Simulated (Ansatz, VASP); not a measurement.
# HC20 in VASP and in Ansatz

```
C H
1.0
     7.20155    0.00000    0.00000
    -3.31941    7.79078    0.00000
     0.00000    0.00000   22.79168
C H
40 2
Direct
  0.25011 0.16670 0.17550
  0.25011 0.66670 0.17550
  0.75011 0.16670 0.17550
  0.75011 0.66670 0.17550
  0.24989 0.33330 0.17550
  0.24989 0.83330 0.17550
  0.74989 0.33330 0.17550
  0.74989 0.83330 0.17550
  0.25011 0.41670 0.22913
  0.25011 0.91670 0.22913
  0.75011 0.41670 0.22913
  0.75011 0.91670 0.22913
  0.24989 0.08330 0.22913
  0.24989 0.58330 0.22913
  0.74989 0.08330 0.22913
  0.74989 0.58330 0.22913
  0.25005 0.16765 0.28273
  0.25005 0.66765 0.28273
  0.75005 0.16765 0.28273
  0.75005 0.66765 0.28273
  0.24995 0.33235 0.28273
  0.24995 0.83235 0.28273
  0.74995 0.33235 0.28273
  0.74995 0.83235 0.28273
  0.25006 0.41834 0.33654
  0.25006 0.91834 0.33654
  0.75006 0.41834 0.33654
  0.75006 0.91834 0.33654
  0.24994 0.08166 0.33654
  0.24994 0.58166 0.33654
  0.74994 0.08166 0.33654
  0.74994 0.58166 0.33654
  0.25019 0.17717 0.38574
  0.25019 0.67717 0.38574
  0.75019 0.17717 0.38574
  0.75019 0.67717 0.38574
  0.24981 0.32283 0.38574
  0.24981 0.82283 0.38574
  0.74981 0.32283 0.38574
  0.74981 0.82283 0.38574
  0.99981 0.23456 0.44761
  0.99981 0.41110 0.44761
```

Alike in both runs: task single point; functional LDA; k mesh 4 × 4 × 1; occupations gaussian, width 0.05 eV; no spin polarisation.

```csv
,VASP,Ansatz
version,VASP 6.6.1,Ansatz 0.2.0
potentials or method,"VASP PAW LDA potentials, release 64 (C, H), cutoff 520 eV","scalar-relativistic, plane waves, PAW"
valence electrons in the cell,162,162
```

|  | VASP | Ansatz | Ansatz less VASP |
| --- | --- | --- | --- |
| gap on the k mesh at the Fermi level (eV) | none | none | - |
| rms of the force components (eV/Å) | 1.835 | 1.842 | +0.0076 |
| work function, face that differs most (eV) | 6.67 | 6.68 | +0.005 |

Ansatz warns that its potentials were made for another functional, while VASP's fit it. LDA's correlation is that of Perdew and Zunger in VASP and of Perdew and Wang (1992) in Ansatz. Atom by atom the forces differ by 0.030 eV/Å (rms over components). A gap of «none» marks a metal or a gap that the smearing closes. Ansatz's warnings: xc potential rough in thin density.
